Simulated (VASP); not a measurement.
# Cd2P3 (R-3c) in VASP: a series of runs

The runs below take Cd2P3 through single point, relaxation of cell and atoms, with PBE.

Program: VASP 6.6.1. These are calculated values, not measurements. Logs are shortened: lines on timing, memory, paths and dates and some standing lists are left out, and cuts for length are marked.

## Step 1: The cell of the first run

It takes space group R-3c (No. 167, trigonal). Conventional cell: a = 6.356 Å, b = 6.356 Å, c = 17.354 Å, α = 90.00°, β = 90.00°, γ = 120.00°. Within 3.3 Å of Cd (site symmetry 3) lie 6 P at 2.48 to 2.63 Å. Within 3.5 Å of P (site symmetry 2) lie 4 Cd at 2.48 to 2.63 Å and 4 P at 3.37 to 3.50 Å.

## Step 2: Single point, PBE

INCAR

```
SYSTEM = Cd2P3
ALGO = Normal
EDIFF = 1E-7
ENCUT = 520
GGA = PE
ISIF = 2
ISMEAR = 0
LASPH = .True.
LCHARG = .False.
LREAL = .False.
LWAVE = .False.
NBANDS = 50
NELM = 60
PREC = Accurate
SIGMA = 0.1
```

KPOINTS

```
k-points
0
Gamma
  3 3 3
  0 0 0
```

POSCAR

```
Cd2P3
1.0
    3.1782155361      1.8349435953      5.7848295502
   -3.1782155361      1.8349435953      5.7848295502
    0.0000000000     -3.6698871907      5.7848295502
Cd P
4 6
Direct
    0.8521800000      0.8521800000      0.8521800000
    0.6478200000      0.6478200000      0.6478200000
    0.1478200000      0.1478200000      0.1478200000
    0.3521800000      0.3521800000      0.3521800000
    0.0562500000      0.4437500000      0.7500000000
    0.7500000000      0.0562500000      0.4437500000
    0.4437500000      0.7500000000      0.0562500000
    0.9437500000      0.5562500000      0.2500000000
    0.2500000000      0.9437500000      0.5562500000
    0.5562500000      0.2500000000      0.9437500000
```

Potentials or basis: VASP PAW PBE potentials, release 64 (Cd, P).

On the command line:

```sh
> cat potpaw_PBE.64/Cd/POTCAR potpaw_PBE.64/P/POTCAR > POTCAR
> mpirun -np 1 vasp_std > vasp.out
```

OUTCAR:

```text
SYSTEM = Cd2P3
   EDIFF = 1E-7
   ENCUT = 520
   GGA = PE
   ISIF = 2
   ISMEAR = 0
   LASPH = .True.
   LREAL = .False.
   NELM = 60
   PREC = Accurate

 ion  position               nearest neighbor table
   1  0.852  0.852  0.852-  10 2.48   9 2.48   8 2.48   5 2.63   7 2.63   6 2.63   2 3.55   3 3.73
                             3 3.73   3 3.73
   2  0.648  0.648  0.648-   9 2.48  10 2.48   8 2.48   5 2.63   6 2.63   7 2.63   1 3.55   4 3.73
                             4 3.73   4 3.73
   3  0.148  0.148  0.148-   7 2.48   6 2.48   5 2.48   8 2.63  10 2.63   9 2.63   4 3.55   1 3.73
                             1 3.73   1 3.73
   4  0.352  0.352  0.352-   6 2.48   7 2.48   5 2.48   8 2.63   9 2.63  10 2.63   3 3.55   2 3.73
                             2 3.73   2 3.73
   5  0.056  0.444  0.750-   3 2.48   4 2.48   1 2.63   2 2.63
   6  0.750  0.056  0.444-   4 2.48   3 2.48   2 2.63   1 2.63
   7  0.444  0.750  0.056-   3 2.48   4 2.48   1 2.63   2 2.63
   8  0.944  0.556  0.250-   1 2.48   2 2.48   3 2.63   4 2.63
   9  0.250  0.944  0.556-   2 2.48   1 2.48   4 2.63   3 2.63
  10  0.556  0.250  0.944-   1 2.48   2 2.48   3 2.63   4 2.63

  LATTYP: Found a trigonal (rhomboedric) cell.
 ALAT       =     6.8507171097
 COS(alpha) =     0.5695481095

  Lattice vectors:

 A1 = (   3.1782155361,   1.8349435953,   5.7848295502)
 A2 = (  -3.1782155361,   1.8349435953,   5.7848295502)
 A3 = (   0.0000000000,  -3.6698871907,   5.7848295502)

Analysis of symmetry for initial positions (statically):
=====================================================================
 Subroutine PRICEL returns:
 Original cell was already a primitive cell.

 Routine SETGRP: Setting up the symmetry group for a
 trigonal (rhombohedral) supercell.

 Subroutine GETGRP returns: Found 12 space group operations
 (whereof  6 operations were pure point group operations)
 out of a pool of 12 trial point group operations.

The static configuration has the point symmetry S_6 .
 The point group associated with its full space group is D_3d.

Analysis of symmetry for dynamics (positions and initial velocities):
=====================================================================
 Subroutine PRICEL returns:
 Original cell was already a primitive cell.

 Routine SETGRP: Setting up the symmetry group for a
 trigonal (rhombohedral) supercell.

 Subroutine GETGRP returns: Found 12 space group operations
 (whereof  6 operations were pure point group operations)
 out of a pool of 12 trial point group operations.

The dynamic configuration has the point symmetry S_6 .
 The point group associated with its full space group is D_3d.

 Subroutine INISYM returns: Found 12 space group operations
 (whereof  6 operations are pure point group operations),
 and found     1 'primitive' translations

----------------------------------------------------------------------------------------

                                     Primitive cell

  volume of cell :     202.4174

  direct lattice vectors                    reciprocal lattice vectors
     3.178215536  1.834943595  5.784829550     0.157320985  0.090829313  0.057621980
    -3.178215536  1.834943595  5.784829550    -0.157320985  0.090829313  0.057621980
     0.000000000 -3.669887191  5.784829550     0.000000000 -0.181658627  0.057621980

  length of vectors
     6.850717110  6.850717110  6.850717110     0.190578459  0.190578459  0.190578459

  position of ions in fractional coordinates (direct lattice)
     0.852180000  0.852180000  0.852180000
     0.647820000  0.647820000  0.647820000
     0.147820000  0.147820000  0.147820000
     0.352180000  0.352180000  0.352180000
     0.056250000  0.443750000  0.750000000
     0.750000000  0.056250000  0.443750000
     0.443750000  0.750000000  0.056250000
     0.943750000  0.556250000  0.250000000
     0.250000000  0.943750000  0.556250000
     0.556250000  0.250000000  0.943750000

  ion indices of the primitive-cell ions
   primitive index   ion index
                 1           1
                 2           2
                 3           3
                 4           4
                 5           5
                 6           6
                 7           7
                 8           8
                 9           9
                10          10

----------------------------------------------------------------------------------------

 KPOINTS: k-points

Automatic generation of k-mesh.
 Grid dimensions read from file:
 generate k-points for:    3    3    3

 Generating k-lattice:

  Cartesian coordinates                     Fractional coordinates (reciprocal lattice)
     0.052440328  0.030276438  0.019207327     0.333333333  0.000000000  0.000000000
    -0.052440328  0.030276438  0.019207327     0.000000000  0.333333333  0.000000000
     0.000000000 -0.060552876  0.019207327    -0.000000000 -0.000000000  0.333333333

  Length of vectors
     0.063526153  0.063526153  0.063526153

  Shift w.r.t. Gamma in fractional coordinates (k-lattice)
     0.000000000  0.000000000  0.000000000

 Subroutine IBZKPT returns following result:
 ===========================================

 Found      6 irreducible k-points:

 Following reciprocal coordinates:
            Coordinates               Weight
  0.000000  0.000000  0.000000      1.000000
  0.333333 -0.000000 -0.000000      6.000000
  0.333333  0.333333 -0.000000      6.000000
 -0.333333  0.333333  0.000000      6.000000
  0.333333  0.333333  0.333333      2.000000
 -0.333333  0.333333  0.333333      6.000000
   k-points           NKPTS =      6   k-points in BZ     NKDIM =      6   number of bands    NBANDS=     50
   number of dos      NEDOS =    301   number of ions     NIONS =     10
   total plane-waves  NPLWV = 157464
   dimension x,y,z NGX =    54 NGY =   54 NGZ =   54
   dimension x,y,z NGXF=   108 NGYF=  108 NGZF=  108
   ions per type =               4   6
   NGX,Y,Z   is equivalent  to a cutoff of  13.10, 13.10, 13.10 a.u.
   NGXF,Y,Z  is equivalent  to a cutoff of  26.21, 26.21, 26.21 a.u.
 SYSTEM =  Cd2P3
   PREC   = accura    normal or accurate (medium, high low for compatibility)
   ISTART =      0    job   : 0-new  1-cont  2-samecut
   ICHARG =      2    charge: 1-file 2-atom 10-const
   ISPIN  =      1    spin polarized calculation?
   LNONCOLLINEAR =      F non collinear calculations
   LSORBIT =      F    spin-orbit coupling
   LASPH  =      T    aspherical Exc in radial PAW
   ENCUT  =  520.0 eV  38.22 Ry    6.18 a.u.  12.74 12.74 12.74*2*pi/ulx,y,z
   NELM   =     60;   NELMIN=  2; NELMDL= -5     # of ELM steps
   EDIFF  = 0.1E-06   stopping-criterion for ELM
   LREAL  =      F    real-space projection
   EDIFFG = 0.1E-05   stopping-criterion for IOM
   NSW    =      0    number of steps for IOM
   IBRION =     -1    ionic relax: 0-MD 1-quasi-New 2-CG
   NFREE  =      0    steps in history (QN), initial steepest desc. (CG)
   ISIF   =      2    stress and relaxation
   ISYM   =      2    0-nonsym 1-usesym 2-fastsym
   POTIM  = 0.5000    time-step for ionic-motion
   TEBEG  =    0.0;   TEEND  =   0.0 temperature during run
   PSTRESS=    0.0 pullay stress
   NELECT =      78.0000    total number of electrons
   NUPDOWN=      -1.0000    fix difference up-down
   EMIN   =  10.00;   EMAX   =-10.00  energy-range for DOS
   EFERMI =   0.00;   METHOD = LEGACY
   ISMEAR =     0;   SIGMA  =   0.10  broadening in eV -4-tet -1-fermi 0-gaus
   EFERMI_NEDOS =   21; number of points for ismear=-14 and -15
   IALGO  =     38    algorithm
   IMIX   =      4    mixing-type and parameters
     AMIX     =   0.40;   BMIX     =  1.00
     AMIX_MAG =   1.60;   BMIX_MAG =  1.00
  volume/ion in A,a.u.               =      20.24       136.60
  Fermi-wavevector in a.u.,A,eV,Ry     =   1.191307  2.251244 19.309560  1.419213
  Thomas-Fermi vector in A             =   2.327372
   LORBIT       =      0    0 simple, 1 ext, 2 COOP (PROOUT), +10 PAW based schemes
   GGA     = PE    functional components
   LHFCALC =     F    Hartree Fock is set to
   AEXX    =    0.0000 exact exchange contribution
   IVDW    =     0    specifies the selected vdW correction
   LEPSILON=     F    determine dielectric tensor
   LRPA    =     F    only Hartree local field effects (RPA)
 non-spin polarized calculation
 Gauss-broadening in eV      SIGMA  =   0.10
  energy-cutoff  :      520.00
  volume of cell :      202.42
 maximum number of plane-waves:      5457
 NGX is ok and might be reduce to    54
   NGX = 25   NGY = 25   NGZ = 25

 number of electron      77.9999999 magnetization

 Free energy of the ion-electron system (eV)
  ---------------------------------------------------
  ext. energy  EPLUGINS =         0.00000000
  ---------------------------------------------------
  free energy    TOTEN  =       -27.84074995 eV

  energy without entropy =      -27.80578121  energy(sigma->0) =      -27.82326558

 E-fermi :   4.3271     XC(G=0): -10.2909

 val. band max:        4.2741367324   @ k =   0.3333   0.3333  -0.0000
 cond. band min:       4.3903990648   @ k =  -0.3333   0.3333   0.0000
 fundamental gap:      0.1162623324
 Fermi energy:         4.3271477249

 k-point     1 :       0.0000    0.0000    0.0000
  band No.  band energies     occupation
      1      -8.2616      2.00000
      2      -6.7759      2.00000
      3      -6.7759      2.00000
      4      -6.3695      2.00000
      5      -6.3695      2.00000
      6      -6.1883      2.00000
[... 42 lines left out ...]
     49       9.7885      0.00000
     50      10.0357      0.00000

 k-point     2 :       0.3333   -0.0000   -0.0000
  band No.  band energies     occupation
      1      -7.8174      2.00000
      2      -6.8452      2.00000
      3      -6.7107      2.00000
      4      -6.7057      2.00000
      5      -6.5128      2.00000
      6      -6.4560      2.00000
[... 204 lines left out ...]
 k-point     6 :      -0.3333    0.3333    0.3333
  band No.  band energies     occupation
      1      -7.3411      2.00000
      2      -7.2470      2.00000
      3      -6.8131      2.00000
      4      -6.6461      2.00000
      5      -6.5719      2.00000
      6      -6.3696      2.00000
[... 42 lines left out ...]
     49      10.0737      0.00000
     50      10.2671      0.00000

------------------------ aborting loop because EDIFF is reached ----------------------------------------

  FORCE on cell =-STRESS in cart. coord.  units (eV):
  Direction    XX          YY          ZZ          XY          YZ          ZX
  --------------------------------------------------------------------------------------
  -------------------------------------------------------------------------------------
  Total       13.8297268     13.8297268      7.5345350      0.0000000     -0.0000000      0.0000000
  in kB      109.4652566    109.4652566     59.6374620      0.0000000     -0.0000000      0.0000000
  external PRESSURE =      92.8559917 kB  Pullay stress =       0.0000000 kB

 VOLUME and BASIS-vectors are now :
 -----------------------------------------------------------------------------
  energy-cutoff  :      520.00
  volume of cell :      202.42
      direct lattice vectors                 reciprocal lattice vectors
     3.178215536  1.834943595  5.784829550     0.157320985  0.090829313  0.057621980
    -3.178215536  1.834943595  5.784829550    -0.157320985  0.090829313  0.057621980
     0.000000000 -3.669887191  5.784829550     0.000000000 -0.181658627  0.057621980

 POSITION                                       TOTAL-FORCE (eV/Angst)
 -----------------------------------------------------------------------------------
      0.00000     -0.00000     14.78915        -0.000000      0.000000     -0.098009
      0.00000     -0.00000     11.24258        -0.000000     -0.000000      0.098009
      0.00000     -0.00000      2.56534        -0.000000     -0.000000      0.098009
      0.00000     -0.00000      6.11190        -0.000000      0.000000     -0.098009
     -1.23156     -1.83494      7.23104        -0.549877     -0.000000     -0.000000
      2.20489     -0.14909      7.23104         0.274939     -0.476208     -0.000000
     -0.97333      1.98403      7.23104         0.274939      0.476208     -0.000000
      1.23156      1.83494     10.12345         0.549877     -0.000000      0.000000
     -2.20489      0.14909     10.12345        -0.274939      0.476208     -0.000000
      0.97333     -1.98403     10.12345        -0.274939     -0.476208     -0.000000
 -----------------------------------------------------------------------------------
    total drift:                               -0.000000     -0.000000      0.000000

  FREE ENERGIE OF THE ION-ELECTRON SYSTEM (eV)
  ---------------------------------------------------
  free  energy   TOTEN  =       -27.8407499546 eV

  energy  without entropy=      -27.8057812071  energy(sigma->0) =      -27.82326558
```

Run time: 1.7 min. Hardware: 1 thread of Oxide Virtual Turin-like, shared host; peak memory 0.36 GiB.

Results:

| Item | Value |
| --- | --- |
| Free energy | -27.8407 eV |
| Pressure | 9.3 GPa |
| Largest force | 0.550 eV/Å |
| Band gap on the k mesh | zero (bands 39 and 40 overlap by 0.59 eV) |

Forces on the atoms (eV/Å):
```
Cd   0.000  0.000 -0.098
Cd   0.000  0.000  0.098
Cd   0.000  0.000  0.098
Cd   0.000  0.000 -0.098
P   -0.550  0.000  0.000
P    0.275 -0.476  0.000
P    0.275  0.476  0.000
P    0.550  0.000  0.000
P   -0.275  0.476  0.000
P   -0.275 -0.476  0.000
```

Levels at points of the mesh, in eV from the Fermi level:
| k point | band 35 | band 36 | band 37 | band 38 | band 39 | band 40 | band 41 | band 42 |
| --- | --- | --- | --- | --- | --- | --- | --- | --- |
| (0.00, 0.00, 0.00) | -2.93 | 0.10 | 0.10 | 0.17 | 0.17 | 0.37 | 0.72 | 0.72 |

Caveat: the k points lie up to 0.40 Å⁻¹ apart, too coarse for converged energies and pressures of a metal.

## Step 3: Single point, PBE

This run uses another cell than the first one, of 21.19 Å³/atom.

INCAR

```
  ALGO = Normal
  EDIFF = 1E-6
  ENCUT = 520
  GGA = PE
  ISIF = 2
  ISMEAR = 0
  LASPH = T
  LCHARG = T
  LELF = T
  LREAL = F
  LVHAR = T
  LWAVE = F
  NBANDS = 50
  NELM = 100
  PREC = Accurate
  SIGMA = 0.1
```

KPOINTS

```
k-points
0
Gamma
  3 3 3
```

POSCAR

```
Cd2P3
1.0
    3.3738989907      1.9479214905      5.3735618972
   -3.3738989907      1.9479214905      5.3735618972
    0.0000000000     -3.8958429810      5.3735618972
Cd P
4 6
Direct
    0.9110996932      0.9110996932      0.9110996932
    0.5889003068      0.5889003068      0.5889003068
    0.0889003068      0.0889003068      0.0889003068
    0.4110996932      0.4110996932      0.4110996932
   -0.0532032517      0.5532032517      0.7500000000
    0.7500000000     -0.0532032517      0.5532032517
    0.5532032517      0.7500000000     -0.0532032517
    1.0532032517      0.4467967483      0.2500000000
    0.2500000000      1.0532032517      0.4467967483
    0.4467967483      0.2500000000      1.0532032517
```

Potentials or basis: VASP PAW PBE potentials, release 64 (Cd, P).

On the command line:

```sh
> cat potpaw_PBE.64/Cd/POTCAR potpaw_PBE.64/P/POTCAR > POTCAR
> mpirun -np 1 vasp_std > vasp.out
```

It took 63 s on 1 thread of Oxide Virtual Turin-like, shared host; peak memory 0.32 GiB.

It converged, with:

```
Free energy            : -31.3080 eV
Pressure               : 0.1 GPa
Largest force          : 0.084 eV/Å
Band gap on the k mesh : zero (bands 39 and 40 overlap by 0.99 eV)
```

Forces in eV/Å, atoms in the order of the input:
```
Cd   0.000  0.000  0.037
Cd   0.000  0.000 -0.037
Cd   0.000  0.000 -0.037
Cd   0.000  0.000  0.037
P   -0.084  0.000  0.000
P    0.042 -0.073  0.000
P    0.042  0.073  0.000
P    0.084  0.000  0.000
P   -0.042  0.073  0.000
P   -0.042 -0.073  0.000
```

Levels at points of the mesh, in eV from the Fermi level:
| k point | band 36 | band 37 | band 38 | band 39 | band 40 | band 41 | band 42 | band 43 |
| --- | --- | --- | --- | --- | --- | --- | --- | --- |
| (0.00, 0.00, 0.00) | -0.20 | -0.20 | 0.61 | 0.92 | 0.93 | 0.93 | 1.39 | 2.42 |

Caveat: the k points lie up to 0.38 Å⁻¹ apart, too coarse for converged energies and pressures of a metal.

## Step 4: Relaxation of cell and atoms, PBE

INCAR

```
ALGO = Fast
EDIFF = 1E-6
EDIFFG = -0.04
ENCUT = 600
GGA = PE
IBRION = 2
ISIF = 3
ISMEAR = 0
LASPH = True
LCHARG = False
LREAL = False
LWAVE = False
NELM = 80
NSW = 90
PREC = Accurate
SIGMA = 0.1
```

KPOINTS is that of step 3.

POSCAR

```
Cd2P3
1.0
    3.1782155361      1.8349435953      5.7848295502
   -3.1782155361      1.8349435953      5.7848295502
    0.0000000000     -3.6698871907      5.7848295502
Cd P
4 6
Direct
    0.8521800000      0.8521800000      0.8521800000
    0.6478200000      0.6478200000      0.6478200000
    0.1478200000      0.1478200000      0.1478200000
    0.3521800000      0.3521800000      0.3521800000
    0.0562500000      0.4437500000      0.7500000000
    0.7500000000      0.0562500000      0.4437500000
    0.4437500000      0.7500000000      0.0562500000
    0.9437500000      0.5562500000      0.2500000000
    0.2500000000      0.9437500000      0.5562500000
    0.5562500000      0.2500000000      0.9437500000
```

On the command line:

```sh
> cat potpaw_PBE.64/Cd/POTCAR potpaw_PBE.64/P/POTCAR > POTCAR
> mpirun -np 1 vasp_std > vasp.out
```

It took 13 min on 1 thread of Oxide Virtual Turin-like, shared host; peak memory 0.44 GiB.

It converged, with:

```
Free energy                           : -29.2275 eV
Relaxed volume                        : 21.67 Å³/atom
Relaxed cell                          : a = 6.479 Å, b = 6.479 Å, c = 6.479 Å, α = 65.85°, β = 65.85°, γ = 65.85°
Space group after relaxing (to 0.1 Å) : R-3c (No. 167)
Energy gained by relaxing             : 138.7 meV/atom
Ionic steps                           : 13
Pressure after relaxing               : -0.2 GPa
Largest force after relaxing          : 0.030 eV/Å
Band gap on the k mesh                : zero (bands 39 and 40 overlap by 0.31 eV)
```

Forces on the atoms (eV/Å):
```
Cd   0.000  0.000 -0.013
Cd   0.000  0.000  0.013
Cd   0.000  0.000  0.013
Cd   0.000  0.000 -0.013
P    0.029  0.000  0.000
P   -0.015  0.026  0.000
P   -0.015 -0.026  0.000
P   -0.029  0.000  0.000
P    0.015 -0.026  0.000
P    0.015  0.026  0.000
```

Step by step:
```csv
step,energy change (eV),largest force (eV/Å),pressure (GPa),volume (Å³)
1,0.0000,0.5496,9.26,202.42
2,-0.6677,0.2802,-2.81,238.59
3,-0.7450,0.3262,-0.50,228.46
4,-0.8257,0.2520,-0.36,227.55
5,-0.9619,0.7521,0.41,224.51
6,-1.0183,0.7244,0.16,224.74
7,-1.1427,0.6498,-0.55,225.22
8,-1.1639,0.5136,-1.66,225.30
9,-1.1860,0.5806,-1.24,225.42
10,-1.3129,0.3605,-0.65,220.88
11,-1.3785,0.0306,0.93,212.85
12,-1.3819,0.0793,0.58,214.30
13,-1.3873,0.0295,-0.20,216.67
```

Final structure:
```
Cd P
1.0
     3.52153    2.03315    5.04376
    -3.52153    2.03315    5.04376
     0.00000   -4.06631    5.04376
Cd P
4 6
Direct
  0.86985 0.86985 0.86985
  0.63015 0.63015 0.63015
  0.13015 0.13015 0.13015
  0.36985 0.36985 0.36985
  0.04151 0.45849 0.75000
  0.75000 0.04151 0.45849
  0.45849 0.75000 0.04151
  0.95849 0.54151 0.25000
  0.25000 0.95849 0.54151
  0.54151 0.25000 0.95849
```

Levels at points of the mesh, in eV from the Fermi level:
```
           k point  band 35  band 36  band 37  band 38  band 39  band 40  band 41  band 42
(0.00, 0.00, 0.00)    -2.85    -0.11    -0.11     0.08     0.08     0.98     0.98     1.23
```

Caveat: the k points lie up to 0.37 Å⁻¹ apart in the final cell.

(Continued in part 2 of 2.)

The gap in the log of VASP goes by the Fermi energy; the results here count the filled bands.